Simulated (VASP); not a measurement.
# Pd (Fm-3m) in VASP: a series of runs

Pd is run at these levels: PBE; tasks: single point.

All numbers are computed with VASP 6.6.1; they aren't measurements. Logs are shortened: lines on timing, memory, paths and dates and some standing lists are left out, and cuts for length are marked.

**1. The cell of the first run**

Symmetry: Fm-3m, No. 225, cubic system. Conventional cell: a = 3.893 Å, b = 3.893 Å, c = 3.893 Å, α = 90.00°, β = 90.00°, γ = 90.00°. Within 3.6 Å of Pd (site symmetry m-3m) lie 12 Pd at 2.75 Å.

**2. Single point, PBE**

Contents of INCAR:

```
ALGO     = Normal         # electronic algorithm
EDIFF    = 1E-7           # SCF threshold, eV
ENCUT    = 520            # plane-wave cutoff, eV
GGA      = PE             # functional
ISIF     = 2              # what is computed and relaxed
ISMEAR   = 0              # smearing method
LASPH    = T              # aspherical terms in the spheres
LCHARG   = F              # write CHGCAR
LREAL    = F              # projectors in reciprocal space
LWAVE    = F              # write WAVECAR
NBANDS   = 11             # bands
NELM     = 100            # most SCF steps
PREC     = Accurate       # precision mode
SIGMA    = 0.1            # smearing width, eV
```

Contents of KPOINTS:

```
k-points
0
Gamma
  10 10 10
```

Contents of POSCAR:

```
Pd
1.0
    0.0000000000      1.9465000000      1.9465000000
    1.9465000000      0.0000000000      1.9465000000
    1.9465000000      1.9465000000      0.0000000000
Pd
1
Direct
    0.0000000000      0.0000000000      0.0000000000
```

Potentials or basis: VASP PAW PBE potentials, release 64 (Pd).

The run is started by

```sh
cat potpaw_PBE.64/Pd/POTCAR > POTCAR
mpirun -np 1 vasp_std > vasp.out
```

OUTCAR:

```text
EDIFF = 1E-7
   ENCUT = 520
   GGA = PE
   ISIF = 2
   ISMEAR = 0
   LASPH = T
   LREAL = F
   NELM = 100
   PREC = Accurate

 ion  position               nearest neighbor table
   1  0.000  0.000  0.000-

  LATTYP: Found a face centered cubic cell.
 ALAT       =     3.8930000000

  Lattice vectors:

 A1 = (   0.0000000000,   1.9465000000,   1.9465000000)
 A2 = (   1.9465000000,   0.0000000000,   1.9465000000)
 A3 = (   1.9465000000,   1.9465000000,   0.0000000000)

Analysis of symmetry for initial positions (statically):
=====================================================================
 Subroutine PRICEL returns:
 Original cell was already a primitive cell.

 Routine SETGRP: Setting up the symmetry group for a
 face centered cubic supercell.

 Subroutine GETGRP returns: Found 48 space group operations
 (whereof 48 operations were pure point group operations)
 out of a pool of 48 trial point group operations.

The static configuration has the point symmetry O_h .

Analysis of symmetry for dynamics (positions and initial velocities):
=====================================================================
 Subroutine PRICEL returns:
 Original cell was already a primitive cell.

 Routine SETGRP: Setting up the symmetry group for a
 face centered cubic supercell.

 Subroutine GETGRP returns: Found 48 space group operations
 (whereof 48 operations were pure point group operations)
 out of a pool of 48 trial point group operations.

The dynamic configuration has the point symmetry O_h .

 Subroutine INISYM returns: Found 48 space group operations
 (whereof 48 operations are pure point group operations),
 and found     1 'primitive' translations

----------------------------------------------------------------------------------------

                                     Primitive cell

  volume of cell :      14.7500

  direct lattice vectors                    reciprocal lattice vectors
     0.000000000  1.946500000  1.946500000    -0.256871307  0.256871307  0.256871307
     1.946500000  0.000000000  1.946500000     0.256871307 -0.256871307  0.256871307
     1.946500000  1.946500000  0.000000000     0.256871307  0.256871307 -0.256871307

  length of vectors
     2.752766699  2.752766699  2.752766699     0.444914156  0.444914156  0.444914156

  position of ions in fractional coordinates (direct lattice)
     0.000000000  0.000000000  0.000000000

  ion indices of the primitive-cell ions
   primitive index   ion index
                 1           1

----------------------------------------------------------------------------------------

 KPOINTS: k-points

Automatic generation of k-mesh.
 Grid dimensions read from file:
 generate k-points for:   10   10   10

 Generating k-lattice:

  Cartesian coordinates                     Fractional coordinates (reciprocal lattice)
    -0.025687131  0.025687131  0.025687131     0.100000000  0.000000000  0.000000000
     0.025687131 -0.025687131  0.025687131     0.000000000  0.100000000  0.000000000
     0.025687131  0.025687131 -0.025687131     0.000000000  0.000000000  0.100000000

  Length of vectors
     0.044491416  0.044491416  0.044491416

  Shift w.r.t. Gamma in fractional coordinates (k-lattice)
     0.000000000  0.000000000  0.000000000

 Subroutine IBZKPT returns following result:
 ===========================================

 Found     47 irreducible k-points:

 Following reciprocal coordinates:
            Coordinates               Weight
  0.000000  0.000000  0.000000      1.000000
  0.100000  0.000000  0.000000      8.000000
  0.200000  0.000000  0.000000      8.000000
  0.300000  0.000000  0.000000      8.000000
  0.400000  0.000000  0.000000      8.000000
  0.500000  0.000000  0.000000      4.000000
[... 16 lines left out ...]
  0.300000  0.300000  0.000000      6.000000
  0.400000  0.300000  0.000000     24.000000
 [... further k-points ...]
   k-points           NKPTS =     47   k-points in BZ     NKDIM =     47   number of bands    NBANDS=     11
   number of dos      NEDOS =    301   number of ions     NIONS =      1
   total plane-waves  NPLWV =   8000
   dimension x,y,z NGX =    20 NGY =   20 NGZ =   20
   dimension x,y,z NGXF=    40 NGYF=   40 NGZF=   40
   ions per type =               1
   NGX,Y,Z   is equivalent  to a cutoff of  12.08, 12.08, 12.08 a.u.
   NGXF,Y,Z  is equivalent  to a cutoff of  24.16, 24.16, 24.16 a.u.
 SYSTEM =  unknown system
   PREC   = accura    normal or accurate (medium, high low for compatibility)
   ISTART =      0    job   : 0-new  1-cont  2-samecut
   ICHARG =      2    charge: 1-file 2-atom 10-const
   ISPIN  =      1    spin polarized calculation?
   LNONCOLLINEAR =      F non collinear calculations
   LSORBIT =      F    spin-orbit coupling
   LASPH  =      T    aspherical Exc in radial PAW
   ENCUT  =  520.0 eV  38.22 Ry    6.18 a.u.   5.12  5.12  5.12*2*pi/ulx,y,z
   NELM   =    100;   NELMIN=  2; NELMDL= -5     # of ELM steps
   EDIFF  = 0.1E-06   stopping-criterion for ELM
   LREAL  =      F    real-space projection
   EDIFFG = 0.1E-05   stopping-criterion for IOM
   NSW    =      0    number of steps for IOM
   IBRION =     -1    ionic relax: 0-MD 1-quasi-New 2-CG
   NFREE  =      0    steps in history (QN), initial steepest desc. (CG)
   ISIF   =      2    stress and relaxation
   ISYM   =      2    0-nonsym 1-usesym 2-fastsym
   POTIM  = 0.5000    time-step for ionic-motion
   TEBEG  =    0.0;   TEEND  =   0.0 temperature during run
   PSTRESS=    0.0 pullay stress
   NELECT =      10.0000    total number of electrons
   NUPDOWN=      -1.0000    fix difference up-down
   EMIN   =  10.00;   EMAX   =-10.00  energy-range for DOS
   EFERMI =   0.00;   METHOD = LEGACY
   ISMEAR =     0;   SIGMA  =   0.10  broadening in eV -4-tet -1-fermi 0-gaus
   EFERMI_NEDOS =   21; number of points for ismear=-14 and -15
   IALGO  =     38    algorithm
   IMIX   =      4    mixing-type and parameters
     AMIX     =   0.40;   BMIX     =  1.00
     AMIX_MAG =   1.60;   BMIX_MAG =  1.00
  volume/ion in A,a.u.               =      14.75        99.54
  Fermi-wavevector in a.u.,A,eV,Ry     =   1.438171  2.717748 28.141404  2.068335
  Thomas-Fermi vector in A             =   2.557167
   LORBIT       =      0    0 simple, 1 ext, 2 COOP (PROOUT), +10 PAW based schemes
   GGA     = PE    functional components
   LHFCALC =     F    Hartree Fock is set to
   AEXX    =    0.0000 exact exchange contribution
   IVDW    =     0    specifies the selected vdW correction
   LEPSILON=     F    determine dielectric tensor
   LRPA    =     F    only Hartree local field effects (RPA)
 non-spin polarized calculation
 Gauss-broadening in eV      SIGMA  =   0.10
  energy-cutoff  :      520.00
  volume of cell :       14.75
 maximum number of plane-waves:       411
   NGX = 11   NGY = 11   NGZ = 11

 number of electron      10.0000000 magnetization

 number of electron       9.9999999 magnetization

 Free energy of the ion-electron system (eV)
  ---------------------------------------------------
  ext. energy  EPLUGINS =         0.00000000
  ---------------------------------------------------
  free energy    TOTEN  =        -5.22409668 eV

  energy without entropy =       -5.21540760  energy(sigma->0) =       -5.21975214

 E-fermi :   9.7945     XC(G=0): -13.1839

 val. band max:        9.7848496326   @ k =  -0.4000   0.4000   0.0000
 cond. band min:       9.8236598548   @ k =   0.5000   0.2000   0.0000
 fundamental gap:      0.0388102222
 Fermi energy:         9.7944723687

 k-point     1 :       0.0000    0.0000    0.0000
  band No.  band energies     occupation
      1       2.6435      2.00000
      2       6.9497      2.00000
      3       6.9497      2.00000
      4       6.9497      2.00000
      5       8.5594      2.00000
      6       8.5594      2.00000
      7      26.9768      0.00000
      8      31.7528      0.00000
      9      31.7528      0.00000
     10      31.7528      0.00000
     11      36.0247      0.00000

 k-point     2 :       0.1000    0.0000    0.0000
  band No.  band energies     occupation
      1       3.0006      2.00000
      2       6.8314      2.00000
      3       7.0678      2.00000
      4       7.0678      2.00000
      5       8.5081      2.00000
      6       8.5081      2.00000
      7      27.3141      0.00000
      8      29.7773      0.00000
      9      32.1602      0.00000
     10      32.1602      0.00000
     11      36.1020      0.00000

 k-point     3 :       0.2000    0.0000    0.0000
  band No.  band energies     occupation
      1       3.9003      2.00000
      2       6.7161      2.00000
      3       7.2477      2.00000
      4       7.2477      2.00000
      5       8.5418      2.00000
      6       8.5418      2.00000
      7      26.0698      0.00000
      8      28.2017      0.00000
      9      33.1211      0.00000
     10      33.1211      0.00000
     11      35.6420      0.00000

 k-point     4 :       0.3000    0.0000    0.0000
  band No.  band energies     occupation
      1       4.5543      2.00000
      2       7.1690      2.00000
      3       7.1690      2.00000
      4       7.4905      2.00000
      5       8.9701      2.00000
      6       8.9701      2.00000
      7      22.4737      0.00000
      8      27.6049      0.00000
      9      33.1019      0.00000
     10      33.1019      0.00000
     11      35.9828      0.00000
[... 239 lines left out ...]
 k-point    22 :      -0.2000    0.2000    0.0000
  band No.  band energies     occupation
      1       5.4254      2.00000
      2       6.2407      2.00000
      3       7.0377      2.00000
      4       7.8701      2.00000
      5       8.0261      2.00000
      6      10.4347      0.00000
      7      24.1492      0.00000
      8      25.0231      0.00000
      9      30.3503      0.00000
     10      32.9482      0.00000
     11      34.1803      0.00000

 k-point    23 :       0.3000    0.3000    0.0000
  band No.  band energies     occupation
      1       4.9667      2.00000
      2       5.3747      2.00000
      3       8.6810      2.00000
      4       8.7187      2.00000
      5       8.7187      2.00000
      6       9.3045      2.00000
      7      26.4049      0.00000
      8      26.4049      0.00000
      9      26.8463      0.00000
     10      30.1508      0.00000
     11      31.8389      0.00000

 k-point    24 :       0.4000    0.3000    0.0000
  band No.  band energies     occupation
      1       4.9587      2.00000
      2       5.2315      2.00000
      3       8.3550      2.00000
      4       8.8363      2.00000
      5       9.6959      1.83677
      6      10.8581      0.00000
      7      23.4735      0.00000
      8      25.0586      0.00000
      9      25.4063      0.00000
     10      30.6301      0.00000
     11      32.9475      0.00000

 [... further k-points ...]
[... 5 lines left out ...]
  --------------------------------------------------------------------------------------
  -------------------------------------------------------------------------------------
  Total        0.6046742      0.6046742      0.6046742      0.0000000      0.0000000      0.0000000
  in kB       65.6808606     65.6808606     65.6808606      0.0000000      0.0000000      0.0000000
  external PRESSURE =      65.6808606 kB  Pullay stress =       0.0000000 kB

 VOLUME and BASIS-vectors are now :
 -----------------------------------------------------------------------------
  energy-cutoff  :      520.00
  volume of cell :       14.75
      direct lattice vectors                 reciprocal lattice vectors
     0.000000000  1.946500000  1.946500000    -0.256871307  0.256871307  0.256871307
     1.946500000  0.000000000  1.946500000     0.256871307 -0.256871307  0.256871307
     1.946500000  1.946500000  0.000000000     0.256871307  0.256871307 -0.256871307

 POSITION                                       TOTAL-FORCE (eV/Angst)
 -----------------------------------------------------------------------------------
      0.00000      0.00000      0.00000         0.000000      0.000000     -0.000000
 -----------------------------------------------------------------------------------
    total drift:                                0.000000      0.000000      0.000000

  FREE ENERGIE OF THE ION-ELECTRON SYSTEM (eV)
  ---------------------------------------------------
  free  energy   TOTEN  =        -5.2240966786 eV

  energy  without entropy=       -5.2154075976  energy(sigma->0) =       -5.21975214
```

Run time: 12 s. Hardware: 1 thread of Intel Xeon 6975P-C, shared host; peak memory 0.13 GiB.

What came out:

| Quantity | Value |
| --- | --- |
| Free energy | -5.2241 eV |
| Pressure | 6.6 GPa |
| Band gap on the k mesh | zero (band 5 reaches 10.08 eV, above the bottom of band 6 at 8.51 eV) |

Levels at points of the mesh, in eV from the Fermi level:
```
           k point  band 1  band 2  band 3  band 4  band 5  band 6  band 7  band 8  band 9  band 10
(0.00, 0.00, 0.00)   -7.15   -2.84   -2.84   -2.84   -1.24   -1.24   17.18   21.96   21.96    21.96
(0.50, 0.00, 0.00)   -5.30   -2.89   -2.89   -0.03   -0.03    1.00    7.32   16.54   21.10    21.10
(0.50, 0.50, 0.00)   -5.40   -5.11   -0.06    0.29    0.29    3.34   10.76   13.20   13.20    21.57
```

(Part 1 of 2 ends here.)
